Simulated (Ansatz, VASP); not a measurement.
**PbSe in VASP and in Ansatz**

Contents of INCAR:

```
PREC = Accurate
ENCUT = 600
EDIFF = 1E-6
ISMEAR = -1
SIGMA = 0.05
LREAL = F
LASPH = T
NELM = 100
ALGO = Normal
ISIF = 3
LWAVE = F
LCHARG = F
GGA = RE
IVDW = 13
IBRION = 2
NSW = 80
EDIFFG = -0.02
```

KPOINTS

```
Automatic mesh
0
Gamma
  8 8 8
```

POSCAR

```
PbSe
1.0
    0.0000000000      3.0606500000      3.0606500000
    3.0606500000      0.0000000000      3.0606500000
    3.0606500000      3.0606500000      0.0000000000
Pb Se
1 1
Direct
    0.0000000000      0.0000000000      0.0000000000
    0.5000000000      0.5000000000      0.5000000000
```

Contents of input.yaml:

```yaml
crystal:
  lattice:
    - [0.0, 3.06065, 3.06065]
    - [3.06065, 0.0, 3.06065]
    - [3.06065, 3.06065, 0.0]
  atoms:
    - { symbol: Pb, position: [0.0, 0.0, 0.0] }
    - { symbol: Se, position: [0.5, 0.5, 0.5] }
kpoints:
  mp_grid: { grid: [8, 8, 8] }
scf:
  occupations: { method: fermi_dirac, width: 0.05 }
hamiltonian:
  xc: revpbe
  dispersion: d4
  pseudopotentials: { kind: all_electron, lapw: { basis_error: 0.001 } }
output:
  forces: true
  stress: true
relax:
  f_tol: 0.02
  max_steps: 60
  cell: {}
```

Alike in both runs: task relaxation of cell and atoms; functional revPBE; dispersion D4; k mesh 8 × 8 × 8; occupations fermi-dirac, width 0.05 eV; no spin polarisation.

|  | VASP | Ansatz |
| --- | --- | --- |
| version | VASP 6.6.1 | Ansatz 0.2.0 |
| potentials or method | VASP PAW PBE potentials, release 64 (Pb_d, Se), cutoff 600 eV | all-electron LAPW, scalar-relativistic |

```csv
,VASP,Ansatz,Ansatz less VASP
relaxed volume (Å³/atom),28.90,28.85,-0.048
relaxed cell length with the largest relative difference (Å),4.340,4.337,-0.0024
```

VASP's potentials were made for PBE, not for revPBE. Ansatz ran all-electron here, and VASP with PAW potentials.

Neither program's run includes spin-orbit coupling.
